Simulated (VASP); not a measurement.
The system is CO2.

```
O C
1.0
    -1.97473    1.97473    3.01406
     1.97473   -1.97473    3.01406
     1.97473    1.97473   -3.01406
O C
4 2
Direct
  0.87500 0.95980 0.58480
  0.37500 0.29020 0.41520
  0.04020 0.62500 0.91520
  0.70980 0.12500 0.08480
  0.00000 0.00000 0.00000
  0.75000 0.25000 0.50000
```

| Item | Value |
| --- | --- |
| Program | VASP 6.6.1 |
| Task | relaxation of cell and atoms |
| Functional | RPBE |
| Potentials or basis | VASP PAW PBE potentials, release 64 (O, C) |
| Cutoff | 600 eV |
| k mesh | 9 × 9 × 9 |
| Occupations | fermi-dirac, width 0.05 eV |
| Spin | no spin polarisation |

At the start: pressure 5.9 GPa; volume 7.84 Å³/atom.

Task: Where does the relaxation end?

Result: Over 10 steps the energy falls by 4.2 meV/atom and the volume is 8.09 Å³/atom (+3.3 %); space group I-42d (No. 122, to 0.1 Å) before and after.

Step by step:
```tsv
step	energy change (eV)	largest force (eV/Å)	pressure (GPa)	volume (Å³)
1	0.0000	0.2124	5.89	47.01
2	0.0093	0.5608	-5.77	49.00
3	-0.0180	0.1454	0.39	47.89
4	-0.0213	0.0903	0.18	48.12
5	-0.0237	0.0020	-0.14	48.50
6	-0.0238	0.0086	-0.18	48.55
7	-0.0247	0.0122	0.02	48.53
8	-0.0250	0.0160	0.22	48.52
9	-0.0248	0.0400	-0.50	48.63
10	-0.0250	0.0011	0.00	48.55
```

Final structure:
```cif
data_structure
_symmetry_space_group_name_H-M 'P 1'
_symmetry_Int_Tables_number 1
_cell_length_a 4.1397
_cell_length_b 4.1397
_cell_length_c 4.1397
_cell_angle_alpha 122.004
_cell_angle_beta 122.004
_cell_angle_gamma 86.563
_cell_volume 48.55
loop_
_atom_site_label
_atom_site_type_symbol
_atom_site_fract_x
_atom_site_fract_y
_atom_site_fract_z
_atom_site_occupancy
O1 O 0.87500 0.96314 0.58814 1
O2 O 0.37500 0.28686 0.41186 1
O3 O 0.03686 0.62500 0.91186 1
O4 O 0.71314 0.12500 0.08814 1
C1 C 0.00000 0.00000 0.00000 1
C2 C 0.75000 0.25000 0.50000 1
```

Caveat: the PAW data sets were made with another functional, which shifts forces and pressure a little.
